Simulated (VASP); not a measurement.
Y2SiF2, 5 atoms in the cell. Symmetry: P4mm, No. 99, tetragonal system. The conventional cell has a = 3.711 Å, b = 3.711 Å, c = 6.123 Å, α = 90.00°, β = 90.00°, γ = 90.00°. Within 2.5 Å of Y (site symmetry 2mm) lie 1 F at 1.92 Å. Si (site symmetry 4mm) has 4 Y at 2.52 Å and 4 F at 3.11 Å within 3.3 Å. Within 2.5 Å of F (site symmetry 2mm) lie 1 Y at 1.92 Å. 

| Property | Result |
| --- | --- |
| Program | VASP 6.6.1 |
| Task | single point |
| Functional | PBE |
| Potentials or basis | VASP PAW PBE potentials, release 64 (Y_sv, Si, F) |
| Cutoff | 520 eV |
| k mesh | 6 × 6 × 4 |
| Occupations | gaussian, width 0.1 eV |
| Spin | no spin polarisation |
| Dipole correction | no |
| Further INCAR settings | ALGO = Normal; EDIFF = 1e-06; NBANDS = 28 |

Potentials or basis: VASP PAW PBE potentials, release 64 (Y_sv, Si, F).

Run with:

```console
$ cat potpaw_PBE.64/Y_sv/POTCAR potpaw_PBE.64/Si/POTCAR potpaw_PBE.64/F/POTCAR > POTCAR
$ mpirun -np 1 vasp_std > vasp.out
```

Hardware: 1 thread of Intel(R) Xeon(R) Platinum 8259CL CPU @ 2.50GHz (Skylake/Cascade Lake), with other jobs on the host.

How long does it take, and how much memory?

Wall time 78 s on 1 thread of Intel(R) Xeon(R) Platinum 8259CL CPU @ 2.50GHz (Skylake/Cascade Lake), with other jobs on the host, peak memory 0.24 GiB. Counts: scf iterations 16, k points 30.
